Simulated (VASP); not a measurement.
# Ti2C (R-3m) in VASP: further runs

The runs below take Ti2C through single point, with PBEsol.

All numbers are computed with VASP 6.6.1; they aren't measurements. Logs are shortened: lines on timing, memory, paths and dates and some standing lists are left out, and cuts for length are marked.

## Step 1: The cell of the first run

It takes space group R-3m (No. 166, trigonal). Conventional cell: a = 2.809 Å, b = 2.809 Å, c = 14.318 Å, α = 90.00°, β = 90.00°, γ = 120.00°. Within 2.6 Å of Ti (site symmetry 3m) lie 3 C at 1.98 Å. Within 2.6 Å of C (site symmetry -3m) lie 6 Ti at 1.98 Å.

## Step 2: Single point, PBEsol (strain -0.080 along x and y, +0.000 along z)

File INCAR:

```
SYSTEM = Ti2C
ALGO     = Normal         ! electronic algorithm
EDIFF    = 1E-6           ! SCF threshold, eV
ENCUT    = 520            ! plane-wave cutoff, eV
GGA      = PS             ! functional
ISIF     = 2              ! what is computed and relaxed
ISMEAR   = 0              ! smearing method
LASPH    = .True.         ! aspherical terms in the spheres
LCHARG   = .False.        ! write CHGCAR
LREAL    = .False.        ! projectors in reciprocal space
LWAVE    = .False.        ! write WAVECAR
NBANDS   = 21             ! bands
NELM     = 100            ! most SCF steps
PREC     = Accurate       ! precision mode
SIGMA    = 0.15           ! smearing width, eV
```

File KPOINTS:

```
k-points
0
Gamma
  18 18 18
  0 0 0
```

File POSCAR:

```
Ti2C
1.0
    1.4042913076      0.8107679645      4.7727429385
   -1.4042913076      0.8107679645      4.7727429385
    0.0000000000     -1.6215359289      4.7727429385
Ti C
2 1
Direct
    0.2458180107      0.2458180107      0.2458180107
    0.7541819893      0.7541819893      0.7541819893
    0.5000000000      0.5000000000      0.5000000000
```

Potentials or basis: VASP PAW PBE potentials, release 64 (Ti_sv, C).

Started as:

```bash
$ cat potpaw_PBE.64/Ti_sv/POTCAR potpaw_PBE.64/C/POTCAR > POTCAR
$ mpirun -np 1 vasp_std > vasp.out
```

OUTCAR:

```text
SYSTEM = Ti2C
   EDIFF = 1E-6
   ENCUT = 520
   GGA = PS
   ISIF = 2
   ISMEAR = 0
   LASPH = .True.
   LREAL = .False.
   NELM = 100
   PREC = Accurate

 ion  position               nearest neighbor table
   1  0.246  0.246  0.246-   3 1.98   3 1.98   3 1.98   2 2.79   2 2.79   2 2.79
   2  0.754  0.754  0.754-   3 1.98   3 1.98   3 1.98   1 2.79   1 2.79   1 2.79
   3  0.500  0.500  0.500-   1 1.98   2 1.98   1 1.98   1 1.98   2 1.98   2 1.98

  LATTYP: Found a trigonal (rhomboedric) cell.
 ALAT       =     5.0406799071
 COS(alpha) =     0.8447733906

  Lattice vectors:

 A1 = (   1.4042913076,   0.8107679645,   4.7727429385)
 A2 = (  -1.4042913076,   0.8107679645,   4.7727429385)
 A3 = (   0.0000000000,  -1.6215359289,   4.7727429385)

Analysis of symmetry for initial positions (statically):
=====================================================================
 Subroutine PRICEL returns:
 Original cell was already a primitive cell.

 Routine SETGRP: Setting up the symmetry group for a
 trigonal (rhombohedral) supercell.

 Subroutine GETGRP returns: Found 12 space group operations
 (whereof 12 operations were pure point group operations)
 out of a pool of 12 trial point group operations.

The static configuration has the point symmetry D_3d.

Analysis of symmetry for dynamics (positions and initial velocities):
=====================================================================
 Subroutine PRICEL returns:
 Original cell was already a primitive cell.

 Routine SETGRP: Setting up the symmetry group for a
 trigonal (rhombohedral) supercell.

 Subroutine GETGRP returns: Found 12 space group operations
 (whereof 12 operations were pure point group operations)
 out of a pool of 12 trial point group operations.

The dynamic configuration has the point symmetry D_3d.

 Subroutine INISYM returns: Found 12 space group operations
 (whereof 12 operations are pure point group operations),
 and found     1 'primitive' translations

----------------------------------------------------------------------------------------

                                     Primitive cell

  volume of cell :      32.6042

  direct lattice vectors                    reciprocal lattice vectors
     1.404291308  0.810767964  4.772742939     0.356051481  0.205566418  0.069841041
    -1.404291308  0.810767964  4.772742939    -0.356051481  0.205566418  0.069841041
     0.000000000 -1.621535929  4.772742939     0.000000000 -0.411132837  0.069841041

  length of vectors
[... 79 lines left out ...]
   LNONCOLLINEAR =      F non collinear calculations
   LSORBIT =      F    spin-orbit coupling
   LASPH  =      T    aspherical Exc in radial PAW
   ENCUT  =  520.0 eV  38.22 Ry    6.18 a.u.   9.37  9.37  9.37*2*pi/ulx,y,z
   NELM   =    100;   NELMIN=  2; NELMDL= -5     # of ELM steps
   EDIFF  = 0.1E-05   stopping-criterion for ELM
   LREAL  =      F    real-space projection
   EDIFFG = 0.1E-04   stopping-criterion for IOM
   NSW    =      0    number of steps for IOM
   IBRION =     -1    ionic relax: 0-MD 1-quasi-New 2-CG
   NFREE  =      0    steps in history (QN), initial steepest desc. (CG)
   ISIF   =      2    stress and relaxation
   ISYM   =      2    0-nonsym 1-usesym 2-fastsym
   POTIM  = 0.5000    time-step for ionic-motion
   TEBEG  =    0.0;   TEEND  =   0.0 temperature during run
   PSTRESS=    0.0 pullay stress
   NELECT =      28.0000    total number of electrons
   NUPDOWN=      -1.0000    fix difference up-down
   EMIN   =  10.00;   EMAX   =-10.00  energy-range for DOS
   EFERMI =   0.00;   METHOD = LEGACY
   ISMEAR =     0;   SIGMA  =   0.15  broadening in eV -4-tet -1-fermi 0-gaus
   EFERMI_NEDOS =   21; number of points for ismear=-14 and -15
   IALGO  =     38    algorithm
   IMIX   =      4    mixing-type and parameters
     AMIX     =   0.40;   BMIX     =  1.00
     AMIX_MAG =   1.60;   BMIX_MAG =  1.00
  volume/ion in A,a.u.               =      10.87        73.34
  Fermi-wavevector in a.u.,A,eV,Ry     =   1.556096  2.940596 32.945634  2.421436
  Thomas-Fermi vector in A             =   2.659942
   LORBIT       =      0    0 simple, 1 ext, 2 COOP (PROOUT), +10 PAW based schemes
   GGA     = PS    functional components
   LHFCALC =     F    Hartree Fock is set to
   AEXX    =    0.0000 exact exchange contribution
   IVDW    =     0    specifies the selected vdW correction
   LEPSILON=     F    determine dielectric tensor
   LRPA    =     F    only Hartree local field effects (RPA)
 non-spin polarized calculation
 Gauss-broadening in eV      SIGMA  =   0.15
  energy-cutoff  :      520.00
  volume of cell :       32.60
 maximum number of plane-waves:       894
 NGX is ok and might be reduce to    40
   NGX = 19   NGY = 19   NGZ = 19

 number of electron      28.0000002 magnetization

 Free energy of the ion-electron system (eV)
  ---------------------------------------------------
  ext. energy  EPLUGINS =         0.00000000
  ---------------------------------------------------
  free energy    TOTEN  =       -27.55389745 eV

  energy without entropy =      -27.54107982  energy(sigma->0) =      -27.54748863

 E-fermi :  10.4180     XC(G=0): -12.9355

 val. band max:       10.4144274553   @ k =   0.3333   0.2778   0.2778
 cond. band min:      10.4194422346   @ k =  -0.3889   0.3333   0.2222
 fundamental gap:      0.0050147793
 Fermi energy:        10.4179691510

 k-point     1 :       0.0000    0.0000    0.0000
  band No.  band energies     occupation
      1     -45.6316      2.00000
      2     -45.4597      2.00000
      3     -22.5501      2.00000
      4     -21.6030      2.00000
      5     -21.5627      2.00000
      6     -21.5627      2.00000
[... 565 lines left out ...]
     20      14.5230      0.00000
     21      16.5067      0.00000

 [... further k-points ...]
[... 5 lines left out ...]
  --------------------------------------------------------------------------------------
  -------------------------------------------------------------------------------------
  Total       11.0110215     11.0110215      6.1143448      0.0000000      0.0000000     -0.0000000
  in kB      541.0845246    541.0845246    300.4605284      0.0000000      0.0000000     -0.0000000
  external PRESSURE =     460.8765258 kB  Pullay stress =       0.0000000 kB

 VOLUME and BASIS-vectors are now :
 -----------------------------------------------------------------------------
  energy-cutoff  :      520.00
  volume of cell :       32.60
      direct lattice vectors                 reciprocal lattice vectors
     1.404291308  0.810767964  4.772742939     0.356051481  0.205566418  0.069841041
    -1.404291308  0.810767964  4.772742939    -0.356051481  0.205566418  0.069841041
     0.000000000 -1.621535929  4.772742939     0.000000000 -0.411132837  0.069841041

 POSITION                                       TOTAL-FORCE (eV/Angst)
 -----------------------------------------------------------------------------------
      0.00000      0.00000      3.51968         0.000000      0.000000      1.931613
      0.00000      0.00000     10.79855         0.000000     -0.000000     -1.931613
      0.00000      0.00000      7.15911         0.000000      0.000000      0.000000
 -----------------------------------------------------------------------------------
    total drift:                                0.000000     -0.000000      0.000000

  FREE ENERGIE OF THE ION-ELECTRON SYSTEM (eV)
  ---------------------------------------------------
  free  energy   TOTEN  =       -27.5538974461 eV

  energy  without entropy=      -27.5410798164  energy(sigma->0) =      -27.54748863
```

stdout:

```text
POSCAR found type information on POSCAR TiC
 POSCAR found :  2 types and       3 ions
 scaLAPACK will be used
 -----------------------------------------------------------------------------
|                                                                             |
|                                                                             |
|     You enforced a specific xc type in the INCAR file but a different       |
|     I HOPE YOU KNOW WHAT YOU ARE DOING!                                     |
|                                                                             |
 -----------------------------------------------------------------------------

 LDA part: xc-table for (Slater+PW92), standard interpolation
 POSCAR, INCAR and KPOINTS ok, starting setup
 FFT: planning ... GRIDC
 FFT: planning ... GRID_SOFT
 FFT: planning ... GRID
 WAVECAR not read
 entering main loop
```

Wall time 15 min (1 thread of AMD EPYC 7R13 (Zen 3), shared host); peak memory 0.48 GiB.

What came out:

- Free energy: -27.5539 eV
- Pressure: 46.1 GPa
- Largest force: 1.932 eV/Å
- Band gap on the k mesh: zero (band 14 reaches 11.05 eV, above the bottom of band 15 at 9.99 eV)

Forces in eV/Å, atoms in the order of the input:
```
Ti   0.000  0.000  1.932
Ti   0.000  0.000 -1.932
C    0.000  0.000  0.000
```

Levels at points of the mesh, in eV from the Fermi level:
| k point | band 11 | band 12 | band 13 | band 14 | band 15 | band 16 | band 17 | band 18 |
| --- | --- | --- | --- | --- | --- | --- | --- | --- |
| (0.00, 0.00, 0.00) | -2.54 | -2.54 | -2.18 | 0.50 | 0.89 | 0.89 | 2.43 | 2.43 |
| (0.50, 0.00, 0.00) | -3.68 | -2.50 | -1.83 | -0.90 | 0.36 | 2.48 | 3.00 | 4.06 |
| (0.50, 0.50, 0.00) | -3.41 | -2.73 | -2.24 | -0.60 | 1.25 | 3.59 | 3.71 | 3.75 |
| (0.50, 0.50, 0.50) | -2.40 | -2.40 | -1.35 | -0.41 | 1.08 | 1.08 | 2.46 | 2.46 |

Caveat: the cell differs from its parent crystal (strain -0.080 along x and y, +0.000 along z); the PAW data sets were made with another functional, which shifts forces and pressure a little.

## Step 3: Single point, PBEsol (strain -0.040 along x and y, -0.080 along z)

File INCAR:

```
SYSTEM = Ti2C
ALGO = Normal
EDIFF = 1E-6
ENCUT = 520
GGA = PS
ISIF = 2
ISMEAR = 0
LASPH = .TRUE.
LCHARG = .TRUE.
LELF = .TRUE.
LREAL = .FALSE.
LVHAR = .TRUE.
LWAVE = .FALSE.
NBANDS = 21
NELM = 100
PREC = Accurate
SIGMA = 0.15
```

File KPOINTS:

```
k-points
0
G
  18 18 18
  0 0 0
```

File POSCAR:

```
Ti2C
1.0
    1.4653474514      0.8460187455      4.3909235034
   -1.4653474514      0.8460187455      4.3909235034
    0.0000000000     -1.6920374911      4.3909235034
Ti C
2 1
Direct
    0.2458180107      0.2458180107      0.2458180107
    0.7541819893      0.7541819893      0.7541819893
    0.5000000000      0.5000000000      0.5000000000
```

Potentials or basis: VASP PAW PBE potentials, release 64 (Ti_sv, C).

Started as:

```bash
$ cat potpaw_PBE.64/Ti_sv/POTCAR potpaw_PBE.64/C/POTCAR > POTCAR
$ mpirun -np 1 vasp_std > vasp.out
```

Wall time 13 min (1 thread of AMD EPYC 7R13 (Zen 3), shared host); peak memory 0.46 GiB.

Results (log left out):

- Free energy: -27.6927 eV
- Pressure: 44.4 GPa
- Largest force: 2.578 eV/Å
- Band gap on the k mesh: zero (band 14 reaches 11.14 eV, above the bottom of band 15 at 9.91 eV)

Forces in eV/Å, atoms in the order of the input:
```
Ti   0.000  0.000  2.578
Ti   0.000  0.000 -2.578
C    0.000  0.000  0.000
```

Stress tensor (GPa, compression positive):
```
41.53  0.00  0.00
 0.00 41.53  0.00
 0.00  0.00 50.24
```

Levels at points of the mesh, in eV from the Fermi level:
```
           k point  band 11  band 12  band 13  band 14  band 15  band 16  band 17  band 18
(0.00, 0.00, 0.00)    -3.19    -3.19    -1.34     0.39     0.39     1.64     2.58     2.58
(0.50, 0.00, 0.00)    -3.21    -2.76    -1.42    -1.06     0.32     2.27     3.54     3.58
(0.50, 0.50, 0.00)    -3.04    -2.86    -2.13    -0.85     1.42     2.95     3.68     3.93
(0.50, 0.50, 0.50)    -2.96    -2.96    -0.57     0.43     1.02     1.02     2.20     2.20
```

Caveat: the cell differs from its parent crystal (strain -0.040 along x and y, -0.080 along z); the PAW data sets were made with another functional, which shifts forces and pressure a little.
